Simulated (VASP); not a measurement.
# Nb4H in VASP: further runs

Runs on Nb4H. Level: LDA. Tasks: single point.

Everything below comes from runs of VASP 6.6.1. Logs are shortened: lines on timing, memory, paths and dates and some standing lists are left out, and cuts for length are marked.

## 1. The cell of the first run

The cell holds a slab with vacuum, 5 atoms: a = 2.927 Å, b = 4.139 Å, c = 21.258 Å, α = 90.00°, β = 90.00°, γ = 90.00°.

## 2. Single point, LDA

File INCAR:

```
ALGO = Normal ; DIPOL = 0.5 0.5 0.330
EDIFF = 1E-7 ; ENCUT = 520
GGA = CA ; IDIPOL = 3
ISIF = 2 ; ISMEAR = 0
LASPH = T ; LCHARG = F
LDIPOL = T ; LREAL = F
LWAVE = F ; NBANDS = 34
NELM = 100 ; PREC = Accurate
SIGMA = 0.1
```

File KPOINTS:

```
k-points
0
Gamma
  9 7 1
```

File POSCAR:

```
Nb4H
1.0
    2.9270177669      0.0000000000      0.0000000000
    0.0000000000      4.1394282232      0.0000000000
    0.0000000000      0.0000000000     21.2576690685
Nb H
4 1
Direct
    0.5000000000      0.5000000000      0.1881673850
    0.0000000000      0.0000000000      0.2570135449
    0.5000000000      0.5000000000      0.3306382692
    0.0000000000      0.0000000000      0.3884559987
    0.0000000000      0.3333333333      0.4877142943
```

Potentials or basis: VASP PAW LDA potentials, release 64 (Nb_sv, H).

Run with:

```
$ cat potpaw_LDA.64/Nb_sv/POTCAR potpaw_LDA.64/H/POTCAR > POTCAR
$ mpirun -np 1 vasp_std > vasp.out
```

OUTCAR:

```text
EDIFF = 1E-7
   ENCUT = 520
   GGA = CA
   ISIF = 2
   ISMEAR = 0
   LASPH = T
   LREAL = F
   NELM = 100
   PREC = Accurate

 ion  position               nearest neighbor table
   1  0.500  0.500  0.188-   2 2.93   2 2.93   2 2.93   2 2.93   3 3.03
   2  0.000  0.000  0.257-   4 2.79   1 2.93   1 2.93   1 2.93   1 2.93   3 2.98   3 2.98   3 2.98
                             3 2.98
   3  0.500  0.500  0.331-   4 2.82   4 2.82   4 2.82   4 2.82   2 2.98   2 2.98   2 2.98   2 2.98
                             1 3.03
   4  0.000  0.000  0.388-   2 2.79   3 2.82   3 2.82   3 2.82   3 2.82
   5  0.000  0.333  0.488-

  LATTYP: Found a simple orthorhombic cell.
 ALAT       =     2.9270177669
 B/A-ratio  =     1.4142135624
 C/A-ratio  =     7.2625691955

  Lattice vectors:

 A1 = (   2.9270177669,   0.0000000000,   0.0000000000)
 A2 = (   0.0000000000,   4.1394282232,   0.0000000000)
 A3 = (   0.0000000000,   0.0000000000,  21.2576690685)

Analysis of symmetry for initial positions (statically):
=====================================================================
 Subroutine PRICEL returns:
 Original cell was already a primitive cell.

 Routine SETGRP: Setting up the symmetry group for a
 simple orthorhombic supercell.

 Subroutine GETGRP returns: Found  2 space group operations
 (whereof  2 operations were pure point group operations)
 out of a pool of  8 trial point group operations.

The static configuration has the point symmetry C_1h.

Analysis of symmetry for dynamics (positions and initial velocities):
=====================================================================
 Subroutine PRICEL returns:
 Original cell was already a primitive cell.

 Routine SETGRP: Setting up the symmetry group for a
 simple orthorhombic supercell.

 Subroutine GETGRP returns: Found  2 space group operations
 (whereof  2 operations were pure point group operations)
 out of a pool of  8 trial point group operations.

The dynamic configuration has the point symmetry C_1h.

 Subroutine INISYM returns: Found  2 space group operations
 (whereof  2 operations are pure point group operations),
 and found     1 'primitive' translations

----------------------------------------------------------------------------------------

                                     Primitive cell

  volume of cell :     257.5617

  direct lattice vectors                    reciprocal lattice vectors
     2.927017767  0.000000000  0.000000000     0.341644663  0.000000000  0.000000000
     0.000000000  4.139428223  0.000000000     0.000000000  0.241579258  0.000000000
     0.000000000  0.000000000 21.257669069     0.000000000  0.000000000  0.047041846

  length of vectors
     2.927017767  4.139428223 21.257669069     0.341644663  0.241579258  0.047041846

  position of ions in fractional coordinates (direct lattice)
     0.500000000  0.500000000  0.188167385
     0.000000000  0.000000000  0.257013545
     0.500000000  0.500000000  0.330638269
     0.000000000  0.000000000  0.388455999
     0.000000000  0.333333333  0.487714294

  ion indices of the primitive-cell ions
   primitive index   ion index
                 1           1
                 2           2
                 3           3
                 4           4
                 5           5

----------------------------------------------------------------------------------------

 KPOINTS: k-points

Automatic generation of k-mesh.
 Grid dimensions read from file:
 generate k-points for:    9    7    1

 Generating k-lattice:

  Cartesian coordinates                     Fractional coordinates (reciprocal lattice)
     0.037960518  0.000000000  0.000000000     0.111111111  0.000000000  0.000000000
     0.000000000  0.034511323  0.000000000     0.000000000  0.142857143  0.000000000
     0.000000000  0.000000000  0.047041846     0.000000000  0.000000000  1.000000000

  Length of vectors
     0.037960518  0.034511323  0.047041846

  Shift w.r.t. Gamma in fractional coordinates (k-lattice)
     0.000000000  0.000000000  0.000000000

 Subroutine IBZKPT returns following result:
 ===========================================

 Found     20 irreducible k-points:

 Following reciprocal coordinates:
            Coordinates               Weight
  0.000000  0.000000  0.000000      1.000000
  0.111111  0.000000  0.000000      2.000000
  0.222222  0.000000  0.000000      2.000000
  0.333333  0.000000  0.000000      2.000000
  0.444444  0.000000  0.000000      2.000000
  0.000000  0.142857  0.000000      2.000000
[... 12 lines left out ...]
  0.333333  0.428571  0.000000      4.000000
  0.444444  0.428571  0.000000      4.000000
   k-points           NKPTS =     20   k-points in BZ     NKDIM =     20   number of bands    NBANDS=     34
   number of dos      NEDOS =    301   number of ions     NIONS =      5
   total plane-waves  NPLWV = 122880
   dimension x,y,z NGX =    24 NGY =   32 NGZ =  160
   dimension x,y,z NGXF=    48 NGYF=   64 NGZF=  320
   ions per type =               4   1
   NGX,Y,Z   is equivalent  to a cutoff of  13.63, 12.85, 12.51 a.u.
   NGXF,Y,Z  is equivalent  to a cutoff of  27.26, 25.70, 25.03 a.u.
 SYSTEM =  unknown system
   PREC   = accura    normal or accurate (medium, high low for compatibility)
   ISTART =      0    job   : 0-new  1-cont  2-samecut
   ICHARG =      2    charge: 1-file 2-atom 10-const
   ISPIN  =      1    spin polarized calculation?
   LNONCOLLINEAR =      F non collinear calculations
   LSORBIT =      F    spin-orbit coupling
   LASPH  =      T    aspherical Exc in radial PAW
   ENCUT  =  520.0 eV  38.22 Ry    6.18 a.u.   5.44  7.70 39.53*2*pi/ulx,y,z
   NELM   =    100;   NELMIN=  2; NELMDL= -5     # of ELM steps
   EDIFF  = 0.1E-06   stopping-criterion for ELM
   LREAL  =      F    real-space projection
   EDIFFG = 0.1E-05   stopping-criterion for IOM
   NSW    =      0    number of steps for IOM
   IBRION =     -1    ionic relax: 0-MD 1-quasi-New 2-CG
   NFREE  =      0    steps in history (QN), initial steepest desc. (CG)
   ISIF   =      2    stress and relaxation
   ISYM   =      2    0-nonsym 1-usesym 2-fastsym
   POTIM  = 0.5000    time-step for ionic-motion
   TEBEG  =    0.0;   TEEND  =   0.0 temperature during run
   PSTRESS=    0.0 pullay stress
   NELECT =      53.0000    total number of electrons
   NUPDOWN=      -1.0000    fix difference up-down
   EMIN   =  10.00;   EMAX   =-10.00  energy-range for DOS
   EFERMI =   0.00;   METHOD = LEGACY
   ISMEAR =     0;   SIGMA  =   0.10  broadening in eV -4-tet -1-fermi 0-gaus
   EFERMI_NEDOS =   21; number of points for ismear=-14 and -15
   IALGO  =     38    algorithm
   IMIX   =      4    mixing-type and parameters
     AMIX     =   0.40;   BMIX     =  1.00
     AMIX_MAG =   1.60;   BMIX_MAG =  1.00
  volume/ion in A,a.u.               =      51.51       347.62
  Fermi-wavevector in a.u.,A,eV,Ry     =   0.966510  1.826439 12.709767  0.934142
  Thomas-Fermi vector in A             =   2.096318
   LORBIT       =      0    0 simple, 1 ext, 2 COOP (PROOUT), +10 PAW based schemes
   GGA     = CA    functional components
   LHFCALC =     F    Hartree Fock is set to
   AEXX    =    0.0000 exact exchange contribution
   IVDW    =     0    specifies the selected vdW correction
   LEPSILON=     F    determine dielectric tensor
   LRPA    =     F    only Hartree local field effects (RPA)
 non-spin polarized calculation
 Gauss-broadening in eV      SIGMA  =   0.10
  energy-cutoff  :      520.00
  volume of cell :      257.56
 maximum number of plane-waves:      6993
 NGX is ok and might be reduce to    24
   NGX = 11   NGY = 15   NGZ = 79

 dipolmoment           0.000000      0.000000     -0.240477 electrons x Angstroem

 number of electron      52.9999998 magnetization

 dipolmoment           0.000000      0.000000      0.150081 electrons x Angstroem

 Free energy of the ion-electron system (eV)
  ---------------------------------------------------
  ext. energy  EPLUGINS =         0.00000000
  ---------------------------------------------------
  free energy    TOTEN  =       -42.02493357 eV

  energy without entropy =      -41.99404626  energy(sigma->0) =      -42.00948991

 E-fermi :  -0.2714     XC(G=0):  -4.8908

 val. band max:       -0.2901916058   @ k =   0.4444   0.2857   0.0000
 cond. band min:      -0.2198234778   @ k =   0.3333   0.2857   0.0000
 fundamental gap:      0.0703681280
 Fermi energy:        -0.2713929087

 k-point     1 :       0.0000    0.0000    0.0000
  band No.  band energies     occupation
      1     -54.8539      2.00000
      2     -54.7898      2.00000
      3     -54.5417      2.00000
      4     -54.4026      2.00000
      5     -31.4717      2.00000
      6     -31.2660      2.00000
[... 26 lines left out ...]
     33       1.7283      0.00000
     34       2.1042      0.00000

 k-point     2 :       0.1111    0.0000    0.0000
  band No.  band energies     occupation
      1     -54.8408      2.00000
      2     -54.7760      2.00000
      3     -54.5339      2.00000
      4     -54.3995      2.00000
      5     -31.4293      2.00000
      6     -31.2648      2.00000
[... 26 lines left out ...]
     33       1.9648      0.00000
     34       2.0681      0.00000

 k-point     3 :       0.2222    0.0000    0.0000
  band No.  band energies     occupation
      1     -54.8077      2.00000
      2     -54.7397      2.00000
      3     -54.5138      2.00000
      4     -54.3927      2.00000
      5     -31.3135      2.00000
      6     -31.2782      2.00000
[... 26 lines left out ...]
     33       1.8751      0.00000
     34       2.2148      0.00000
[... 556 lines left out ...]
 k-point    19 :       0.3333    0.4286    0.0000
  band No.  band energies     occupation
      1     -54.7624      2.00000
      2     -54.6805      2.00000
      3     -54.4917      2.00000
      4     -54.4065      2.00000
      5     -31.4601      2.00000
      6     -31.3858      2.00000
[... 26 lines left out ...]
     33       1.6582      0.00000
     34       2.0323      0.00000

 k-point    20 :       0.4444    0.4286    0.0000
  band No.  band energies     occupation
      1     -54.7441      2.00000
      2     -54.6613      2.00000
      3     -54.4736      2.00000
      4     -54.3887      2.00000
      5     -31.5773      2.00000
      6     -31.5216      2.00000
[... 26 lines left out ...]
     33       1.9482      0.00000
     34       2.4027      0.00000

------------------------ aborting loop because EDIFF is reached ----------------------------------------

 vacuum level on the upper side and lower side of the slab       (xc-potential included)         1.085        -1.132

  FORCE on cell =-STRESS in cart. coord.  units (eV):
  Direction    XX          YY          ZZ          XY          YZ          ZX
  --------------------------------------------------------------------------------------
  -------------------------------------------------------------------------------------
  Total       -7.1721846     -7.5225975     -4.9098639      0.0000000     -0.8179127      0.0000000
  in kB      -44.6149785    -46.7947411    -30.5420851      0.0000000     -5.0878720      0.0000000
  external PRESSURE =     -40.6506016 kB  Pullay stress =       0.0000000 kB

 VOLUME and BASIS-vectors are now :
 -----------------------------------------------------------------------------
  energy-cutoff  :      520.00
  volume of cell :      257.56
      direct lattice vectors                 reciprocal lattice vectors
     2.927017767  0.000000000  0.000000000     0.341644663  0.000000000  0.000000000
     0.000000000  4.139428223  0.000000000     0.000000000  0.241579258  0.000000000
     0.000000000  0.000000000 21.257669069     0.000000000  0.000000000  0.047041846

 POSITION                                       TOTAL-FORCE (eV/Angst)
 -----------------------------------------------------------------------------------
      1.46351      2.06971      4.00000         0.000000      0.027208      1.284452
      0.00000      0.00000      5.46351         0.000000     -0.107700     -1.332287
      1.46351      2.06971      7.02860         0.000000     -0.403735      0.000372
      0.00000      0.00000      8.25767         0.000000      1.195111      1.522037
      0.00000      1.37981     10.36767         0.000000     -0.710884     -1.474573
 -----------------------------------------------------------------------------------
    total drift:                                0.000000     -0.000014     -0.000139

  FREE ENERGIE OF THE ION-ELECTRON SYSTEM (eV)
  ---------------------------------------------------
  free  energy   TOTEN  =       -42.0249335659 eV

  energy  without entropy=      -41.9940462609  energy(sigma->0) =      -42.00948991

 vacuum level on the upper side and lower side of the slab         5.832         3.533
```

It took 5.2 min on 1 thread of Intel Xeon 6975P-C, shared host; peak memory 0.36 GiB.

Results:

```yaml
Free_energy: -42.0249 eV
Largest_force: 1.935 eV/Å
```

Forces in eV/Å, atoms in the order of the input:
```
Nb   0.000  0.027  1.284
Nb   0.000 -0.108 -1.332
Nb   0.000 -0.404  0.000
Nb   0.000  1.195  1.522
H    0.000 -0.711 -1.475
```

## 3. Single point, LDA

File INCAR:

```
SYSTEM = Nb4H
ALGO = Normal ; DIPOL = 0.5 0.5 0.330
EDIFF = 1E-7 ; ENCUT = 520
GGA = CA ; IDIPOL = 3
ISIF = 2 ; ISMEAR = 0
LASPH = .True. ; LCHARG = .False.
LDIPOL = .True. ; LREAL = .False.
LWAVE = .False. ; NBANDS = 34
NELM = 100 ; PREC = Accurate
SIGMA = 0.1
```

File KPOINTS:

```
k-points
0
Gamma
  9 7 1
  0 0 0
```

POSCAR: that of step 2 with these lines changed.

```diff
@@ -12,2 +12,2 @@
     0.0000000000      0.0000000000      0.3884559987
-    0.0000000000      0.3333333333      0.4877142943
+    0.0000000000      0.1666666667      0.4877142943
```

Potentials or basis: VASP PAW LDA potentials, release 64 (Nb_sv, H).

Run with:

```
$ cat potpaw_LDA.64/Nb_sv/POTCAR potpaw_LDA.64/H/POTCAR > POTCAR
$ mpirun -np 1 vasp_std > vasp.out
```

OUTCAR:

```text
SYSTEM = Nb4H
   EDIFF = 1E-7
   ENCUT = 520
   GGA = CA
   ISIF = 2
   ISMEAR = 0
   LASPH = .True.
   LREAL = .False.
   NELM = 100
   PREC = Accurate

 ion  position               nearest neighbor table
   1  0.500  0.500  0.188-   2 2.93   2 2.93   2 2.93   2 2.93   3 3.03
   2  0.000  0.000  0.257-   4 2.79   1 2.93   1 2.93   1 2.93   1 2.93   3 2.98   3 2.98   3 2.98
                             3 2.98
   3  0.500  0.500  0.331-   4 2.82   4 2.82   4 2.82   4 2.82   2 2.98   2 2.98   2 2.98   2 2.98
                             1 3.03
   4  0.000  0.000  0.388-   2 2.79   3 2.82   3 2.82   3 2.82   3 2.82
   5  0.000  0.167  0.488-

  LATTYP: Found a simple orthorhombic cell.
 ALAT       =     2.9270177669
 B/A-ratio  =     1.4142135624
 C/A-ratio  =     7.2625691955

  Lattice vectors:

 A1 = (   2.9270177669,   0.0000000000,   0.0000000000)
 A2 = (   0.0000000000,   4.1394282232,   0.0000000000)
 A3 = (   0.0000000000,   0.0000000000,  21.2576690685)

Analysis of symmetry for initial positions (statically):
=====================================================================
 Subroutine PRICEL returns:
 Original cell was already a primitive cell.

 Routine SETGRP: Setting up the symmetry group for a
[... 183 lines left out ...]
      1     -54.9865      2.00000
      2     -54.8340      2.00000
      3     -54.6535      2.00000
      4     -54.4864      2.00000
      5     -31.5646      2.00000
      6     -31.3596      2.00000
[... 729 lines left out ...]
     33       1.9283      0.00000
     34       2.3015      0.00000

------------------------ aborting loop because EDIFF is reached ----------------------------------------

 vacuum level on the upper side and lower side of the slab       (xc-potential included)         1.199        -1.272

  FORCE on cell =-STRESS in cart. coord.  units (eV):
  Direction    XX          YY          ZZ          XY          YZ          ZX
  --------------------------------------------------------------------------------------
  -------------------------------------------------------------------------------------
  Total       -7.3029154     -6.1097972     -5.2832783      0.0000000     -0.7673466      0.0000000
  in kB      -45.4281966    -38.0063373    -32.8649304      0.0000000     -4.7733229      0.0000000
  external PRESSURE =     -38.7664881 kB  Pullay stress =       0.0000000 kB

 VOLUME and BASIS-vectors are now :
 -----------------------------------------------------------------------------
  energy-cutoff  :      520.00
  volume of cell :      257.56
      direct lattice vectors                 reciprocal lattice vectors
     2.927017767  0.000000000  0.000000000     0.341644663  0.000000000  0.000000000
     0.000000000  4.139428223  0.000000000     0.000000000  0.241579258  0.000000000
     0.000000000  0.000000000 21.257669069     0.000000000  0.000000000  0.047041846

 POSITION                                       TOTAL-FORCE (eV/Angst)
 -----------------------------------------------------------------------------------
      1.46351      2.06971      4.00000         0.000000      0.043275      1.317049
      0.00000      0.00000      5.46351         0.000000     -0.064140     -1.331409
      1.46351      2.06971      7.02860         0.000000     -0.420194     -0.155247
      0.00000      0.00000      8.25767         0.000000      1.047034      1.844553
      0.00000      0.68990     10.36767         0.000000     -0.605974     -1.674947
 -----------------------------------------------------------------------------------
    total drift:                                0.000000     -0.000018     -0.000232

  FREE ENERGIE OF THE ION-ELECTRON SYSTEM (eV)
  ---------------------------------------------------
  free  energy   TOTEN  =       -42.5235895700 eV

  energy  without entropy=      -42.4954801091  energy(sigma->0) =      -42.50953484

 vacuum level on the upper side and lower side of the slab         5.957         3.417
```

stdout:

```text
POSCAR found type information on POSCAR NbH
 POSCAR found :  2 types and       5 ions
 scaLAPACK will be used
 LDA part: xc-table for (Slater(with rela. corr.)+CA(PZ))
 , standard interpolation
 POSCAR, INCAR and KPOINTS ok, starting setup
 FFT: planning ... GRIDC
 FFT: planning ... GRID_SOFT
 FFT: planning ... GRID
 WAVECAR not read
 entering main loop
```

Wall time 5.6 min (1 thread of Intel Xeon 6975P-C, shared host); peak memory 0.36 GiB.

What came out:

- Free energy: -42.5236 eV
- Largest force: 2.121 eV/Å

Forces on the atoms (eV/Å):
```
Nb   0.000  0.043  1.317
Nb   0.000 -0.064 -1.331
Nb   0.000 -0.420 -0.155
Nb   0.000  1.047  1.845
H    0.000 -0.606 -1.675
```

Levels at points of the mesh, in eV from the Fermi level:
| k point | band 22 | band 23 | band 24 | band 25 | band 26 | band 27 | band 28 | band 29 | band 30 | band 31 |
| --- | --- | --- | --- | --- | --- | --- | --- | --- | --- | --- |
| (0.00, 0.00, 0.00) | -1.98 | -1.40 | -0.94 | -0.45 | -0.28 | 0.32 | 0.36 | 0.44 | 0.83 | 1.56 |

[end of part 1 of 2]
